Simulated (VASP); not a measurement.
Set up this calculation in VASP 6.6.1, as the native input.

```
Task                   : single point
Functional             : r2SCAN
Potentials or basis    : VASP PAW PBE potentials, release 64 (Ba_sv, F)
Cutoff                 : 660 eV
k mesh                 : 6 × 6 × 6
Occupations            : gaussian, width 0.02 eV
Spin                   : no spin polarisation
Dipole correction      : no
Further INCAR settings : ALGO = Normal; EDIFF = 1e-06; NBANDS = 19
```

BaF2 (Frankdicksonite):

```xyz
3
Lattice="0.0000 3.0341 3.0341 3.0341 0.0000 3.0341 3.0341 3.0341 0.0000" Properties=species:S:1:pos:R:3 pbc="T T T"
Ba    0.0000    0.0000    0.0000
F     1.5171    1.5171    1.5171
F     4.5512    4.5512    4.5512
```

This cell differs from its parent crystal: volume scaled by 0.94.

These files were run (other wordings do the same):

POSCAR

```
BaF2
1.0
    0.0000000000      3.0341318121      3.0341318121
    3.0341318121      0.0000000000      3.0341318121
    3.0341318121      3.0341318121      0.0000000000
Ba F
1 2
Direct
    0.0000000000      0.0000000000      0.0000000000
    0.2500000000      0.2500000000      0.2500000000
    0.7500000000      0.7500000000      0.7500000000
```

INCAR.step1

```
ALGO = Normal ; EDIFF = 1E-5
ENCUT = 660 ; GGA = PE
GGA_COMPAT = False ; ISMEAR = 0
LASPH = True ; LCHARG = False
LREAL = False ; LWAVE = True
NBANDS = 19 ; NELM = 120
PREC = Accurate ; SIGMA = 0.02
```

INCAR.step2

```
ALGO = Normal ; EDIFF = 1E-6
ENCUT = 660 ; GGA_COMPAT = False
ISIF = 2 ; ISMEAR = 0
ISTART = 1 ; LASPH = True
LCHARG = False ; LMIXTAU = True
LREAL = False ; LWAVE = False
METAGGA = R2SCAN ; NBANDS = 19
NELM = 120 ; PREC = Accurate
SIGMA = 0.02
```

KPOINTS

```
k-points
0
Gamma
  6 6 6
```

Potentials or basis: VASP PAW PBE potentials, release 64 (Ba_sv, F).

Command:

```sh
$ cat potpaw_PBE.64/Ba_sv/POTCAR potpaw_PBE.64/F/POTCAR > POTCAR
$ cp INCAR.step1 INCAR
$ mpirun -np 1 vasp_std > vasp.out
$ cp INCAR.step2 INCAR
$ mpirun -np 1 vasp_std > vasp.out
```

Results of the run:

* Pressure: 5.6 GPa
* Band gap on the k mesh: 7.63 eV, indirect (least direct gap 7.72 eV)

Caveat: the PAW data sets were made with another functional, which shifts forces and pressure a little; spin-orbit coupling is left out, which moves the levels of the heavy elements.

Wall time 40 s on 1 thread of Intel(R) Xeon(R) 6975P-C (Granite Rapids) (shared host), peak memory 0.22 GiB.
